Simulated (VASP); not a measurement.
A run of VASP 6.6.1:

INCAR

```
SYSTEM = Dy
  PREC = Accurate
  ENCUT = 520
  EDIFF = 1E-7
  ISMEAR = 0
  SIGMA = 0.05
  LREAL = .FALSE.
  LASPH = .TRUE.
  NELM = 150
  ALGO = Normal
  ISIF = 2
  LWAVE = .FALSE.
  LCHARG = .FALSE.
  LNONCOLLINEAR = .TRUE.
  MAGMOM = 0 0 4.76
  LORBIT = 11
  LSORBIT = .TRUE.
  GGA_COMPAT = .FALSE.
  LORBMOM = .TRUE.
  LMAXMIX = 6
  GGA = PE
  NBANDS = 31
```

The input KPOINTS:

```
regular mesh
0
G
  14 14 14
  0 0 0
```

The input POSCAR:

```
Dy
1.0
    0.0000000000      2.5594829481      2.5594829481
    2.5594829481      0.0000000000      2.5594829481
    2.5594829481      2.5594829481      0.0000000000
Dy
1
Direct
    0.0000000000      0.0000000000      0.0000000000
```

Potentials or basis: VASP PAW PBE potentials, release 64 (Dy).

Run with:

```bash
$ cat potpaw_PBE.64/Dy/POTCAR > POTCAR
$ mpirun -np 1 vasp_ncl > vasp.out
```

Hardware: 1 thread of AMD EPYC 9R45 96-Core Processor (Zen 5) (shared host).

Q: Estimate the wall time of this run.

A: Wall time 21 min on 1 thread of AMD EPYC 9R45 96-Core Processor (Zen 5) (shared host), peak memory 0.67 GiB. Counts: scf iterations 35, k points 376.
